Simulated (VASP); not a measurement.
BaTiO3, 5 atoms in the cell. It takes space group Amm2 (No. 38, orthorhombic). Conventional cell: a = 3.935 Å, b = 5.597 Å, c = 5.606 Å, α = 90.00°, β = 90.00°, γ = 90.00°. Within 3.6 Å of Ba (site symmetry mm2) lie 12 O at 2.74 to 2.86 Å and 8 Ti at 3.38 to 3.47 Å. Within 2.5 Å of Ti (site symmetry mm2) lie 6 O at 1.89 to 2.08 Å. Within 2.5 Å of O (site symmetry m) lie 2 Ti at 1.89 to 2.08 Å. Within 2.6 Å of O (site symmetry mm2) lie 2 Ti at 1.97 Å. 

| Property | Result |
| --- | --- |
| Program | VASP 6.6.1 |
| Task | single point |
| Functional | PBEsol |
| Dispersion | D3(BJ) |
| Potentials or basis | VASP PAW PBE potentials, release 64 (Ba_sv, Ti_sv, O) |
| Cutoff | 520 eV |
| k mesh | 7 × 7 × 7 |
| Occupations | fermi-dirac, width 0.05 eV |
| Spin | no spin polarisation |
| Dipole correction | no |
| Further INCAR settings | ALGO = Normal; EDIFF = 1e-07; NBANDS = 28 |

Potentials or basis: VASP PAW PBE potentials, release 64 (Ba_sv, Ti_sv, O).

The run is started by

```sh
$ cat potpaw_PBE.64/Ba_sv/POTCAR potpaw_PBE.64/Ti_sv/POTCAR potpaw_PBE.64/O/POTCAR > POTCAR
$ mpirun -np 1 vasp_std > vasp.out
```

Hardware: 1 thread of Intel Xeon 8259CL, with other jobs on the host.

Estimate the wall time of this run.

Wall time 3.4 min on 1 thread of Intel Xeon 8259CL, on a shared host, peak memory 0.26 GiB. Counts: scf iterations 17, k points 64.
